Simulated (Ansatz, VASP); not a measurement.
# Ag in VASP and in Ansatz

The input INCAR:

```
SYSTEM = Ag
  PREC = Accurate
  ENCUT = 520
  EDIFF = 1E-7
  ISMEAR = -1
  SIGMA = 0.1
  LREAL = .FALSE.
  LASPH = .TRUE.
  NELM = 80
  ALGO = Normal
  ISIF = 2
  LWAVE = .FALSE.
  LCHARG = .TRUE.
  LELF = .TRUE.
  LVHAR = .TRUE.
  NBANDS = 18
```

Contents of KPOINTS:

```
regular mesh
0
G
  14 14 8
  0 0 0
```

File POSCAR:

```
Ag
1.0
    2.7596046039      0.0000000000      0.0000000000
   -1.3798023020      2.3898876914      0.0000000000
    0.0000000000      0.0000000000      4.4819295629
Ag
2
Direct
    0.3333333333      0.6666666667      0.2500000000
    0.6666666667      0.3333333333      0.7500000000
```

Input for Ansatz:

```yaml
crystal:
  lattice:
    - [2.7596046039, 0.0, 0.0]
    - [-1.379802302, 2.3898876914, 0.0]
    - [0.0, 0.0, 4.4819295629]
  atoms:
    - { symbol: Ag, position: [0.3333333333, 0.6666666667, 0.25] }
    - { symbol: Ag, position: [0.6666666667, 0.3333333333, 0.75] }
hamiltonian:
  xc: lda
  pseudopotentials:
    kind: paw
    azcp:
      Ag: "pseudopotentials/Ag.paw.azcp"
basis:
  ecutwfc: 420
  fft_grid_basis: typed
kpoints:
  mp_grid: { grid: [14, 14, 8], shift: [0, 0, 0] }
magnetization:
  spin_polarized: false
scf:
  occupations: { method: fermi_dirac, width: 0.1 }
  lower_state_search: "off"
output:
  stress: true
```

Alike in both runs: task single point; functional LDA; k mesh 14 × 14 × 8; occupations fermi-dirac, width 0.1 eV; no spin polarisation.

```csv
,VASP,Ansatz
version,VASP 6.6.1,Ansatz 0.2.0
potentials or method,"VASP PAW LDA potentials, release 64 (Ag), cutoff 520 eV","plane waves (420 eV) with PAW, scalar-relativistic"
valence electrons in the cell,22,38
```

```csv
,VASP,Ansatz,Ansatz less VASP
pressure (GPa),14.5,14.3,-0.15
"traceless stress, the component that is largest in VASP (GPa)",1.02,1.04,+0.017
```

Ansatz warns that its potentials were made for another functional, while VASP's fit it. LDA's correlation is that of Perdew and Zunger in VASP and of Perdew and Wang (1992) in Ansatz. VASP's potentials hold 22 valence electrons a cell and Ansatz's 38, so a difference there can come from the potentials and not from the codes.
